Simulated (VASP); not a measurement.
A run of VASP 6.6.1:

The input INCAR:

```
SYSTEM = BAs
  PREC = Accurate
  ENCUT = 600
  EDIFF = 1E-6
  ISMEAR = 0
  SIGMA = 0.1
  LREAL = .False.
  LASPH = .True.
  NELM = 100
  ALGO = Normal
  ISIF = 3
  LWAVE = .False.
  LCHARG = .False.
  GGA = PE
  IBRION = 2
  NSW = 90
  EDIFFG = -0.04
```

KPOINTS

```
regular mesh
0
Gamma
  6 6 6
  0 0 0
```

File POSCAR:

```
BAs
1.0
    0.0000000000      2.5230499400      2.5230499400
    2.5230499400      0.0000000000      2.5230499400
    2.5230499400      2.5230499400      0.0000000000
B As
1 1
Direct
    0.0000000000      0.0000000000      0.0000000000
    0.5000000000      0.5000000000      0.5000000000
```

Potentials or basis: VASP PAW PBE potentials, release 64 (B, As).

Launch:

```sh
$ cat potpaw_PBE.64/B/POTCAR potpaw_PBE.64/As/POTCAR > POTCAR
$ mpirun -np 1 vasp_std > vasp.out
```

Hardware: 1 thread of Intel(R) Xeon(R) Platinum 8375C CPU @ 2.90GHz (Ice Lake) (shared host).

Task: Estimate the wall time of this run.

Result: Wall time 14 s on 1 thread of Intel(R) Xeon(R) Platinum 8375C CPU @ 2.90GHz (Ice Lake) (shared host), peak memory 0.17 GiB. Counts: scf iterations 24, k points 16, ion steps 3.
